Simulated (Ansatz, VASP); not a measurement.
**One calculation of GaN, two programs**

Contents of POSCAR:

```
GaN
1.0
    0.0000000000      2.2825581951      2.2825581951
    2.2825581951      0.0000000000      2.2825581951
    2.2825581951      2.2825581951      0.0000000000
Ga N
1 1
Direct
    0.0000000000      0.0000000000      0.0000000000
    0.2500000000      0.2500000000      0.2500000000
```

INCAR.step1

```
  PREC = Accurate
  ENCUT = 520
  EDIFF = 1E-5
  ISMEAR = -1
  SIGMA = 0.05
  LREAL = F
  LASPH = T
  NELM = 80
  ALGO = Normal
  ISIF = 2
  LWAVE = T
  LCHARG = F
  GGA = PE
  NBANDS = 16
```

Contents of INCAR.step2:

```
  PREC = Accurate
  ENCUT = 520
  EDIFF = 1E-6
  ISMEAR = -1
  SIGMA = 0.05
  LREAL = F
  LASPH = T
  NELM = 80
  ALGO = Normal
  ISIF = 2
  LWAVE = F
  LCHARG = F
  GGA = PE
  LHFCALC = T
  HFSCREEN = 0.2079
  PRECFOCK = Normal
  ISTART = 1
  NBANDS = 16
```

The input KPOINTS:

```
Automatic mesh
0
Gamma
  4 4 4
```

Input for Ansatz:

```yaml
crystal:
  lattice:
    - [0.0, 2.282558195058, 2.282558195058]
    - [2.282558195058, 0.0, 2.282558195058]
    - [2.282558195058, 2.282558195058, 0.0]
  atoms:
    - { symbol: Ga, position: [0.0, 0.0, 0.0] }
    - { symbol: "N", position: [0.25, 0.25, 0.25] }
kpoints:
  mp_grid: { grid: [4, 4, 4] }
hamiltonian:
  xc: hse06
  pseudopotentials: { kind: paw }
scf:
  occupations: { method: fermi_dirac, width: 0.05 }
output:
  forces: true
  stress: true
  eigenvalues: true
```

Alike in both runs: task single point; functional HSE06; k mesh 4 × 4 × 4; occupations fermi-dirac, width 0.05 eV; no spin polarisation.

|  | VASP | Ansatz |
| --- | --- | --- |
| version | VASP 6.6.1 | Ansatz 0.2.0 development build |
| potentials or method | VASP PAW PBE potentials, release 64 (Ga_d, N) | plane waves, PAW datasets (generated soft set 1) |
| plane-wave cutoff (eV) | 520 | 420 |
| valence electrons in the cell | 18 | 18 |

|  | VASP | Ansatz | Ansatz less VASP |
| --- | --- | --- | --- |
| gap on the k mesh at the Fermi level (eV) | 2.72 | 2.71 | -0.016 |

The functional is the same, so the differences come from potentials, cutoffs and numerics. Ansatz's warnings: stress exchange threshold loose, stress scf threshold loose.

The k mesh is coarse, so the values compare programs but aren't converged.
